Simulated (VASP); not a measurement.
Wanted: the native input for a VASP 6.6.1 run.

```
Task                   : single point
Functional             : LDA
Potentials or basis    : VASP PAW LDA potentials, release 64 (La)
Cutoff                 : 520 eV
k mesh                 : 11 × 11 × 6
Occupations            : fermi-dirac, width 0.1 eV
Spin                   : no spin polarisation
Dipole correction      : no
Further INCAR settings : ALGO = Normal; EDIFF = 1e-07; NBANDS = 18
```

The structure of La lies in POSCAR:

```
La
1.0
    3.4300499141      0.0000000000      0.0000000000
   -1.7150249570      2.9705103618      0.0000000000
    0.0000000000      0.0000000000      5.6675723354
La
2
Direct
    0.3333333333      0.6666666667      0.2500000000
    0.6666666667      0.3333333333      0.7500000000
```

This cell differs from its parent crystal: volume scaled by 0.88.

These files were run (other wordings do the same):

INCAR

```
SYSTEM = La
PREC     = Accurate       ! precision mode
ENCUT    = 520            ! plane-wave cutoff, eV
EDIFF    = 1E-7           ! SCF threshold, eV
ISMEAR   = -1             ! smearing method
SIGMA    = 0.1            ! smearing width, eV
LREAL    = .False.        ! projectors in reciprocal space
LASPH    = .True.         ! aspherical terms in the spheres
NELM     = 60             ! most SCF steps
ALGO     = Normal         ! electronic algorithm
ISIF     = 2              ! what is computed and relaxed
LWAVE    = .False.        ! write WAVECAR
LCHARG   = .False.        ! write CHGCAR
GGA      = CA             ! functional
NBANDS   = 18             ! bands
```

KPOINTS

```
Automatic mesh
0
Gamma
  11 11 6
  0 0 0
```

Potentials or basis: VASP PAW LDA potentials, release 64 (La).

Command:

```bash
$ cat potpaw_LDA.64/La/POTCAR > POTCAR
$ mpirun -np 1 vasp_std > vasp.out
```

Results of the run:

```
Pressure               : 3.9 GPa
Band gap on the k mesh : zero (band 11 reaches 11.30 eV, above the bottom of band 12 at 9.53 eV)
```

Caveat: spin-orbit coupling is left out, which moves the levels of the heavy elements.

Run time: 52 s on 1 thread of Intel(R) Xeon(R) Platinum 8488C (Sapphire Rapids) (shared host), peak memory 0.2 GiB.
